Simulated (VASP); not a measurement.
K2Li2CrO6: density of states with LDA

K2Li2CrO6:

```xyz
11
Lattice="5.2921 0.0000 0.0000 -2.6461 4.5831 0.0000 0.0000 -3.0554 5.8668" Properties=species:S:1:pos:R:3 pbc="T T T"
K     2.6463    1.5276    2.4158
K    -0.0003    0.0002    3.4510
Cr    0.0000    0.0000    0.0000
Li    2.6463   -1.5279    5.1153
Li   -0.0003    3.0556    0.7515
O     3.8783   -2.2392    4.4598
O     2.6461   -0.1048    4.4598
O     1.4138   -2.2392    4.4598
O    -1.2323    3.7669    1.4070
O     1.2323    3.7669    1.4070
O     0.0000    1.6325    1.4070
```

* Program: VASP 6.6.1
* Task: density of states
* Functional: LDA
* Potentials or basis: VASP PAW LDA potentials, release 64 (K_sv, Cr_pv, Li_sv, O)
* Cutoff: 520 eV
* k mesh: 6 × 6 × 6
* Occupations: methfessel-paxton, width 0.0105 eV
* Spin: no spin polarisation
* Dipole correction: no
* k mesh for the DOS: 9 × 9 × 9
* Occupations for the DOS: tetrahedron
* Further INCAR settings: ALGO = Normal; EDIFF = 1e-07

The valence electrons inside the program's atomic spheres are K 7.58; Cr 10.23; Li 2.33; O 4.83.

Levels at points of the mesh, in eV from the Fermi level:
| k point | band 33 | band 34 | band 35 | band 36 | band 37 | band 38 | band 39 | band 40 |
| --- | --- | --- | --- | --- | --- | --- | --- | --- |
| (0.00, 0.00, 0.00) | -0.14 | 0.17 | 0.27 | 0.27 | 0.34 | 0.34 | 0.39 | 0.43 |

Run time: 26 min on 1 thread of Intel(R) Xeon(R) Platinum 8259CL CPU @ 2.50GHz (Skylake/Cascade Lake), with other jobs on the host, peak memory 0.99 GiB.

Caveat: the run has no spin polarisation, though such a crystal can be magnetic; semilocal functionals often make such compounds metallic where correlation or magnetic order opens a gap, which also shifts bond lengths. Spin polarisation is off, so any magnetic state and its effect on volume and gap are missing.
